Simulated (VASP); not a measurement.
# Ta in VASP: single point with PBEsol

Aim: the single point of Ta with PBEsol.

All numbers are computed with VASP 6.6.1; they aren't measurements. Logs are shortened: lines on timing, memory, paths and dates and some standing lists are left out, and cuts for length are marked.

## Step 1: The cell of the first run

The cell holds a slab with vacuum, 8 atoms: a = 4.639 Å, b = 4.639 Å, c = 23.629 Å, α = 90.00°, β = 90.00°, γ = 120.00°.

## Step 2: Single point, PBEsol

INCAR

```
SYSTEM = Ta
PREC = Accurate ; ENCUT = 520
EDIFF = 1E-6 ; ISMEAR = 0
SIGMA = 0.1 ; LREAL = .False.
LASPH = .True. ; NELM = 60
ALGO = Fast ; ISIF = 2
LWAVE = .False. ; LCHARG = .True.
LDIPOL = .True. ; IDIPOL = 3
DIPOL = 0.5 0.5 0.498 ; GGA = PS
LELF = .True. ; LVHAR = .True.
LVACPOTAV = .True. ; NBANDS = 54
```

KPOINTS

```
regular mesh
0
Gamma
  6 6 1
  0 0 0
```

POSCAR

```
Ta
1.0
    4.6393552034      0.0000000000      0.0000000000
   -2.3196776017      4.0177994633      0.0000000000
    0.0000000000      0.0000000000     23.6290309072
Ta
8
Direct
    0.6666666667      0.3333333333      0.3597269830
    0.3333333333      0.6666666667      0.3998049879
    0.0000000000      0.0000000000      0.4398829927
    0.6666666667      0.3333333333      0.4799609976
    0.3333333333      0.6666666667      0.5156858157
    0.0000000000      0.0000000000      0.5628320799
    0.6666666667      0.3333333333      0.5975328117
    0.3333333333      0.6666666667      0.6257536909
```

Potentials or basis: VASP PAW PBE potentials, release 64 (Ta_pv).

Command:

```
$ cat potpaw_PBE.64/Ta_pv/POTCAR > POTCAR
$ mpirun -np 1 vasp_std > vasp.out
```

OUTCAR:

```text
SYSTEM = Ta
   PREC = Accurate
   ENCUT = 520
   EDIFF = 1E-6
   ISMEAR = 0
   LREAL = .False.
   LASPH = .True.
   NELM = 60
   ISIF = 2
   GGA = PS

 ion  position               nearest neighbor table
   1  0.667  0.333  0.360-   2 2.84   2 2.84   2 2.84   4 2.84   3 3.28   3 3.28   3 3.28
   2  0.333  0.667  0.400-   5 2.74   3 2.84   3 2.84   3 2.84   1 2.84   1 2.84   1 2.84   4 3.28
                             4 3.28   4 3.28
   3  0.000  0.000  0.440-   2 2.84   2 2.84   2 2.84   4 2.84   4 2.84   4 2.84   6 2.91   5 3.22
                             5 3.22   5 3.22   1 3.28   1 3.28   1 3.28
   4  0.667  0.333  0.480-   7 2.78   5 2.81   5 2.81   5 2.81   3 2.84   3 2.84   3 2.84   1 2.84
                             2 3.28   2 3.28   2 3.28   6 3.32   6 3.32   6 3.32
   5  0.333  0.667  0.516-   8 2.60   2 2.74   4 2.81   4 2.81   4 2.81   6 2.90   6 2.90   6 2.90
                             3 3.22   3 3.22   3 3.22   7 3.30   7 3.30   7 3.30
   6  0.000  0.000  0.563-   7 2.80   7 2.80   7 2.80   5 2.90   5 2.90   5 2.90   3 2.91   8 3.06
                             8 3.06   8 3.06   4 3.32   4 3.32   4 3.32
   7  0.667  0.333  0.598-   8 2.76   8 2.76   8 2.76   4 2.78   6 2.80   6 2.80   6 2.80   5 3.30
                             5 3.30   5 3.30
   8  0.333  0.667  0.626-   5 2.60   7 2.76   7 2.76   7 2.76   6 3.06   6 3.06   6 3.06

  LATTYP: Found a hexagonal cell.
 ALAT       =     4.6393552034
 C/A-ratio  =     5.0931713290

  Lattice vectors:

 A1 = (   4.6393552034,   0.0000000000,   0.0000000000)
 A2 = (  -2.3196776017,   4.0177994633,   0.0000000000)
 A3 = (   0.0000000000,   0.0000000000,  23.6290309072)

Analysis of symmetry for initial positions (statically):
=====================================================================
 Subroutine PRICEL returns:
 Original cell was already a primitive cell.

 Routine SETGRP: Setting up the symmetry group for a
 hexagonal supercell.

 Subroutine GETGRP returns: Found  6 space group operations
 (whereof  6 operations were pure point group operations)
 out of a pool of 24 trial point group operations.

The static configuration has the point symmetry C_3v.

Analysis of symmetry for dynamics (positions and initial velocities):
=====================================================================
 Subroutine PRICEL returns:
 Original cell was already a primitive cell.

 Routine SETGRP: Setting up the symmetry group for a
 hexagonal supercell.

 Subroutine GETGRP returns: Found  6 space group operations
 (whereof  6 operations were pure point group operations)
 out of a pool of 24 trial point group operations.

The dynamic configuration has the point symmetry C_3v.

 Subroutine INISYM returns: Found  6 space group operations
 (whereof  6 operations are pure point group operations),
 and found     1 'primitive' translations

----------------------------------------------------------------------------------------

                                     Primitive cell

  volume of cell :     440.4451

  direct lattice vectors                    reciprocal lattice vectors
     4.639355203  0.000000000  0.000000000     0.215547195  0.124446231  0.000000000
    -2.319677602  4.017799463  0.000000000     0.000000000  0.248892462  0.000000000
     0.000000000  0.000000000 23.629030907     0.000000000  0.000000000  0.042320822

  length of vectors
     4.639355203  4.639355203 23.629030907     0.248892462  0.248892462  0.042320822

  position of ions in fractional coordinates (direct lattice)
     0.666666667  0.333333333  0.359726983
     0.333333333  0.666666667  0.399804988
     0.000000000  0.000000000  0.439882993
     0.666666667  0.333333333  0.479960998
     0.333333333  0.666666667  0.515685816
     0.000000000  0.000000000  0.562832080
     0.666666667  0.333333333  0.597532812
     0.333333333  0.666666667  0.625753691

  ion indices of the primitive-cell ions
   primitive index   ion index
                 1           1
                 2           2
                 3           3
                 4           4
                 5           5
                 6           6
                 7           7
                 8           8

----------------------------------------------------------------------------------------

 KPOINTS: regular mesh

Automatic generation of k-mesh.
 Grid dimensions read from file:
 generate k-points for:    6    6    1

 Generating k-lattice:

  Cartesian coordinates                     Fractional coordinates (reciprocal lattice)
     0.035924532  0.020741038  0.000000000     0.166666667 -0.000000000  0.000000000
     0.000000000  0.041482077  0.000000000     0.000000000  0.166666667  0.000000000
     0.000000000  0.000000000  0.042320822     0.000000000  0.000000000  1.000000000

  Length of vectors
     0.041482077  0.041482077  0.042320822

  Shift w.r.t. Gamma in fractional coordinates (k-lattice)
     0.000000000  0.000000000  0.000000000

 Subroutine IBZKPT returns following result:
 ===========================================

 Found      7 irreducible k-points:

 Following reciprocal coordinates:
            Coordinates               Weight
  0.000000  0.000000  0.000000      1.000000
  0.166667  0.000000  0.000000      6.000000
  0.333333  0.000000  0.000000      6.000000
  0.500000  0.000000  0.000000      3.000000
  0.166667  0.166667  0.000000      6.000000
  0.333333  0.166667  0.000000     12.000000
  0.333333  0.333333  0.000000      2.000000
   k-points           NKPTS =      7   k-points in BZ     NKDIM =      7   number of bands    NBANDS=     54
   number of dos      NEDOS =    301   number of ions     NIONS =      8
   total plane-waves  NPLWV = 233280
   dimension x,y,z NGX =    36 NGY =   36 NGZ =  180
   dimension x,y,z NGXF=    72 NGYF=   72 NGZF=  360
   ions per type =               8
   NGX,Y,Z   is equivalent  to a cutoff of  12.90, 12.90, 12.66 a.u.
   NGXF,Y,Z  is equivalent  to a cutoff of  25.80, 25.80, 25.33 a.u.
 SYSTEM =  Ta
   PREC   = accura    normal or accurate (medium, high low for compatibility)
   ISTART =      0    job   : 0-new  1-cont  2-samecut
   ICHARG =      2    charge: 1-file 2-atom 10-const
   ISPIN  =      1    spin polarized calculation?
   LNONCOLLINEAR =      F non collinear calculations
   LSORBIT =      F    spin-orbit coupling
   LASPH  =      T    aspherical Exc in radial PAW
   ENCUT  =  520.0 eV  38.22 Ry    6.18 a.u.   8.63  8.63 43.93*2*pi/ulx,y,z
   NELM   =     60;   NELMIN=  2; NELMDL= -5     # of ELM steps
   EDIFF  = 0.1E-05   stopping-criterion for ELM
   LREAL  =      F    real-space projection
   EDIFFG = 0.1E-04   stopping-criterion for IOM
   NSW    =      0    number of steps for IOM
   IBRION =     -1    ionic relax: 0-MD 1-quasi-New 2-CG
   NFREE  =      0    steps in history (QN), initial steepest desc. (CG)
   ISIF   =      2    stress and relaxation
   ISYM   =      2    0-nonsym 1-usesym 2-fastsym
   POTIM  = 0.5000    time-step for ionic-motion
   TEBEG  =    0.0;   TEEND  =   0.0 temperature during run
   PSTRESS=    0.0 pullay stress
   NELECT =      88.0000    total number of electrons
   NUPDOWN=      -1.0000    fix difference up-down
   EMIN   =  10.00;   EMAX   =-10.00  energy-range for DOS
   EFERMI =   0.00;   METHOD = LEGACY
   ISMEAR =     0;   SIGMA  =   0.10  broadening in eV -4-tet -1-fermi 0-gaus
   EFERMI_NEDOS =   21; number of points for ismear=-14 and -15
   IALGO  =     68    algorithm
   IMIX   =      4    mixing-type and parameters
     AMIX     =   0.40;   BMIX     =  1.00
     AMIX_MAG =   1.60;   BMIX_MAG =  1.00
  volume/ion in A,a.u.               =      55.06       371.53
  Fermi-wavevector in a.u.,A,eV,Ry     =   0.957058  1.808578 12.462404  0.915961
  Thomas-Fermi vector in A             =   2.086042
   LORBIT       =      0    0 simple, 1 ext, 2 COOP (PROOUT), +10 PAW based schemes
   GGA     = PS    functional components
   LHFCALC =     F    Hartree Fock is set to
   AEXX    =    0.0000 exact exchange contribution
   IVDW    =     0    specifies the selected vdW correction
   LEPSILON=     F    determine dielectric tensor
   LRPA    =     F    only Hartree local field effects (RPA)
 non-spin polarized calculation
 RMM-DIIS sequential band-by-band and
 Gauss-broadening in eV      SIGMA  =   0.10
  energy-cutoff  :      520.00
  volume of cell :      440.45
 maximum number of plane-waves:     11925
 NGX is ok and might be reduce to    36
   NGX = 17   NGY = 17   NGZ = 87

 dipolmoment           0.000000      0.000000     -0.160633 electrons x Angstroem

 number of electron      88.0000011 magnetization

 dipolmoment           0.000000      0.000000      0.046795 electrons x Angstroem

 Free energy of the ion-electron system (eV)
  ---------------------------------------------------
  ext. energy  EPLUGINS =         0.00000000
  ---------------------------------------------------
  free energy    TOTEN  =       -93.02348733 eV

  energy without entropy =      -92.97776945  energy(sigma->0) =      -93.00062839

 E-fermi :  -0.5903     XC(G=0):  -5.0721

 val. band max:       -0.5990389655   @ k =   0.3333   0.3333   0.0000
 cond. band min:      -0.5346056299   @ k =   0.3333   0.0000   0.0000
 fundamental gap:      0.0644333356
 Fermi energy:        -0.5902573983

 k-point     1 :       0.0000    0.0000    0.0000
  band No.  band energies     occupation
      1     -35.2107      2.00000
      2     -35.0491      2.00000
      3     -34.9842      2.00000
      4     -34.9842      2.00000
      5     -34.8278      2.00000
      6     -34.8278      2.00000
[... 46 lines left out ...]
     53       2.8872      0.00000
     54       3.2399      0.00000

 k-point     2 :       0.1667    0.0000    0.0000
  band No.  band energies     occupation
      1     -35.2190      2.00000
      2     -35.0719      2.00000
      3     -35.0089      2.00000
      4     -34.9885      2.00000
      5     -34.9252      2.00000
      6     -34.8758      2.00000
[... 46 lines left out ...]
     53       1.6926      0.00000
     54       2.4230      0.00000

 k-point     3 :       0.3333    0.0000    0.0000
  band No.  band energies     occupation
      1     -35.2387      2.00000
      2     -35.1175      2.00000
      3     -35.0650      2.00000
      4     -35.0165      2.00000
      5     -34.9817      2.00000
      6     -34.8473      2.00000
[... 46 lines left out ...]
     53       1.5785      0.00000
     54       1.9027      0.00000

 k-point     4 :       0.5000    0.0000    0.0000
  band No.  band energies     occupation
      1     -35.2499      2.00000
      2     -35.1363      2.00000
      3     -35.0969      2.00000
      4     -35.0438      2.00000
      5     -34.9751      2.00000
      6     -34.8299      2.00000
[... 46 lines left out ...]
     53       1.8542      0.00000
     54       1.9891      0.00000

 k-point     5 :       0.1667    0.1667    0.0000
  band No.  band energies     occupation
      1     -35.2339      2.00000
      2     -35.1139      2.00000
      3     -35.0334      2.00000
      4     -34.9864      2.00000
      5     -34.9585      2.00000
      6     -34.9055      2.00000
[... 46 lines left out ...]
     53       1.6025      0.00000
     54       1.7431      0.00000

 k-point     6 :       0.3333    0.1667    0.0000
  band No.  band energies     occupation
      1     -35.2505      2.00000
      2     -35.1484      2.00000
      3     -35.0579      2.00000
      4     -35.0004      2.00000
      5     -34.9690      2.00000
      6     -34.8600      2.00000
[... 46 lines left out ...]
     53       1.5149      0.00000
     54       2.2574      0.00000

 k-point     7 :       0.3333    0.3333    0.0000
  band No.  band energies     occupation
      1     -35.2564      2.00000
      2     -35.1621      2.00000
      3     -35.0491      2.00000
      4     -34.9642      2.00000
      5     -34.9512      2.00000
      6     -34.8031      2.00000
[... 46 lines left out ...]
     53       1.1994      0.00000
     54       1.9241      0.00000

------------------------ aborting loop because EDIFF is reached ----------------------------------------

  FORCE on cell =-STRESS in cart. coord.  units (eV):
  Direction    XX          YY          ZZ          XY          YZ          ZX
  --------------------------------------------------------------------------------------
  -------------------------------------------------------------------------------------
  Total       -6.7155635     -6.7155635     -4.3054922      0.0000000     -0.0000000      0.0000000
  in kB      -24.4287503    -24.4287503    -15.6617974      0.0000000     -0.0000000      0.0000000
  external PRESSURE =     -21.5064326 kB  Pullay stress =       0.0000000 kB

 VOLUME and BASIS-vectors are now :
 -----------------------------------------------------------------------------
  energy-cutoff  :      520.00
  volume of cell :      440.45
      direct lattice vectors                 reciprocal lattice vectors
     4.639355203  0.000000000  0.000000000     0.215547195  0.124446231  0.000000000
    -2.319677602  4.017799463  0.000000000     0.000000000  0.248892462  0.000000000
     0.000000000  0.000000000 23.629030907     0.000000000  0.000000000  0.042320822

 POSITION                                       TOTAL-FORCE (eV/Angst)
 -----------------------------------------------------------------------------------
      2.31968      1.33927      8.50000         0.000000     -0.000000      1.932535
     -0.00000      2.67853      9.44700         0.000000     -0.000000      0.015718
      0.00000      0.00000     10.39401        -0.000000      0.000000     -1.190862
      2.31968      1.33927     11.34101        -0.000000      0.000000     -0.821097
     -0.00000      2.67853     12.18516         0.000000     -0.000000      0.017027
      0.00000      0.00000     13.29918        -0.000000      0.000000      0.015716
      2.31968      1.33927     14.11912         0.000000     -0.000000      0.025746
     -0.00000      2.67853     14.78595        -0.000000      0.000000      0.005216
 -----------------------------------------------------------------------------------
    total drift:                               -0.000000      0.000000      0.000225

  FREE ENERGIE OF THE ION-ELECTRON SYSTEM (eV)
  ---------------------------------------------------
  free  energy   TOTEN  =       -93.0234873313 eV

  energy  without entropy=      -92.9777694522  energy(sigma->0) =      -93.00062839

 vacuum level on the upper side and lower side of the slab         3.311         2.857
```

Run time: 8 min. Hardware: 1 thread of AMD EPYC 7R43 (Zen 3), shared host; peak memory 0.52 GiB.

Results:

- Free energy: -93.0235 eV
- Largest force: 1.933 eV/Å
- Band gap on the k mesh: zero (band 44 reaches -0.53 eV, above the bottom of band 45 at -0.94 eV)

Forces on the atoms (eV/Å):
```
Ta   0.000  0.000  1.933
Ta   0.000  0.000  0.016
Ta   0.000  0.000 -1.191
Ta   0.000  0.000 -0.821
Ta   0.000  0.000  0.017
Ta   0.000  0.000  0.016
Ta   0.000  0.000  0.026
Ta   0.000  0.000  0.005
```

Levels at points of the mesh, in eV from the Fermi level:
```tsv
k point	band 40	band 41	band 42	band 43	band 44	band 45	band 46	band 47	band 48	band 49
(0.00, 0.00, 0.00)	-0.99	-0.64	-0.64	-0.25	-0.23	-0.23	0.09	0.36	0.36	0.73
(0.50, 0.00, 0.00)	-0.99	-0.76	-0.68	-0.64	-0.36	-0.35	0.38	0.74	0.76	1.22
```

Caveat: the PAW data sets were made with another functional, which shifts forces and pressure a little; spin-orbit coupling is left out, which moves the levels of the heavy elements.
